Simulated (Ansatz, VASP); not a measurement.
**Two plane-wave programs on AlCu3**

The input INCAR:

```
SYSTEM = AlCu3
ALGO     = Normal         ! electronic algorithm
EDIFF    = 1E-7           ! SCF threshold, eV
ENCUT    = 520            ! plane-wave cutoff, eV
GGA      = PS             ! functional
ISIF     = 2              ! what is computed and relaxed
ISMEAR   = 0              ! smearing method
LASPH    = .TRUE.         ! aspherical terms in the spheres
LCHARG   = .TRUE.         ! write CHGCAR
LELF     = .TRUE.         ! ELF
LREAL    = .FALSE.        ! projectors in reciprocal space
LVHAR    = .TRUE.       
LWAVE    = .FALSE.        ! write WAVECAR
NBANDS   = 26             ! bands
NELM     = 100            ! most SCF steps
PREC     = Accurate       ! precision mode
SIGMA    = 0.1            ! smearing width, eV
```

The input KPOINTS:

```
k-points
0
G
  12 12 12
  0 0 0
```

Contents of POSCAR:

```
AlCu3
1.0
    3.6678318640      0.0000000000      0.0000000000
    0.0000000000      3.6678318640      0.0000000000
    0.0000000000      0.0000000000      3.6678318640
Al Cu
1 3
Direct
    0.0000000000      0.0000000000      0.0000000000
    0.5000000000      0.5000000000      0.0000000000
    0.5000000000      0.0000000000      0.5000000000
    0.0000000000      0.5000000000      0.5000000000
```

Input for Ansatz:

```yaml
crystal:
  lattice:
    - [3.667831864, 0.0, 0.0]
    - [0.0, 3.667831864, 0.0]
    - [0.0, 0.0, 3.667831864]
  atoms:
    - { symbol: Al, position: [0.0, 0.0, 0.0] }
    - { symbol: Cu, position: [0.5, 0.5, 0.0] }
    - { symbol: Cu, position: [0.5, 0.0, 0.5] }
    - { symbol: Cu, position: [0.0, 0.5, 0.5] }
basis:
  ecutwfc: 420
kpoints:
  mp_grid: { grid: [12, 12, 12] }
hamiltonian:
  xc: pbesol
scf:
  occupations: { method: gaussian, width: 0.1 }
output:
  forces: true
  stress: true
  eigenvalues: true
```

Alike in both runs: task single point; functional PBEsol; k mesh 12 × 12 × 12; occupations gaussian, width 0.1 eV; no spin polarisation.

```csv
,VASP,Ansatz
version,VASP 6.6.1,Ansatz 0.2.0
potentials or method,"VASP PAW PBE potentials, release 64 (Al, Cu), cutoff 520 eV","scalar-relativistic, plane waves, PAW"
valence electrons in the cell,36,60
```

Ansatz gave:

```
gap on the k mesh at the Fermi level (eV) : none
pressure (GPa)                            : -4.2
```

Task: Which values does VASP return?

Result: gap on the k mesh at the Fermi level (eV): none; pressure (GPa): -3.7.

VASP's potentials were made for PBE, not for PBEsol. A gap of «none» marks a metal or a gap that the smearing closes. The functional is the same, so the differences come from potentials, cutoffs and numerics. VASP's potentials hold 36 valence electrons a cell and Ansatz's 60, so a difference there can come from the potentials and not from the codes.
